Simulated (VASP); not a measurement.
Here is a VASP 6.6.1 calculation.

The input INCAR:

```
ALGO = Normal
DIPOL = 0.5 0.5 0.297
EDIFF = 1E-7
ENCUT = 520
GGA = PE
IDIPOL = 3
ISIF = 2
ISMEAR = 0
LASPH = T
LCHARG = F
LDIPOL = T
LREAL = Auto
LWAVE = F
NBANDS = 44
NELM = 80
PREC = Accurate
SIGMA = 0.1
```

KPOINTS

```
k-points
0
Gamma
  5 3 1
```

The input POSCAR:

```
Al9H
1.0
    5.7070863109      0.0000000000      0.0000000000
   -1.4267715777      9.7014842373      0.0000000000
    0.0000000000      0.0000000000     22.7903703632
Al H
18 2
Direct
    0.2662216041      0.0648864163      0.1755127247
    0.7662216041      0.0648864163      0.1755127247
    0.3354806058      0.3419224231      0.2192029853
    0.8354806058      0.3419224231      0.2192029853
    0.1493324061      0.5973296244      0.2279410374
    0.6493324061      0.5973296244      0.2279410374
    0.4631842064      0.8527368258      0.2366790895
    0.9631842064      0.8527368258      0.2366790895
    0.0319772084      0.1277109167      0.2808262503
    0.5319772084      0.1277109167      0.2808262503
    0.0997917590      0.4042231279      0.3301071124
    0.5997917590      0.4042231279      0.3301071124
    0.4144000530      0.6596656505      0.3369822082
    0.9144000530      0.6596656505      0.3369822082
    0.2263076920      0.9110819249      0.3449259127
    0.7263076920      0.9110819249      0.3449259127
    0.2962427236      0.1814071990      0.3857054635
    0.7962427236      0.1814071990      0.3857054635
    0.3728398333      0.9110819249      0.4335326809
    0.5797755507      0.9110819249      0.4335326809
```

Potentials or basis: VASP PAW PBE potentials, release 64 (Al, H).

Launch:

```bash
$ cat potpaw_PBE.64/Al/POTCAR potpaw_PBE.64/H/POTCAR > POTCAR
$ mpirun -np 1 vasp_std > vasp.out
```

(1) Estimate the band gap on the k mesh.

(2) What does it give for the largest force?

Results:

(1) zero (band 28 reaches -1.10 eV, above the bottom of band 29 at -1.85 eV).

(2) 2.263 eV/Å.
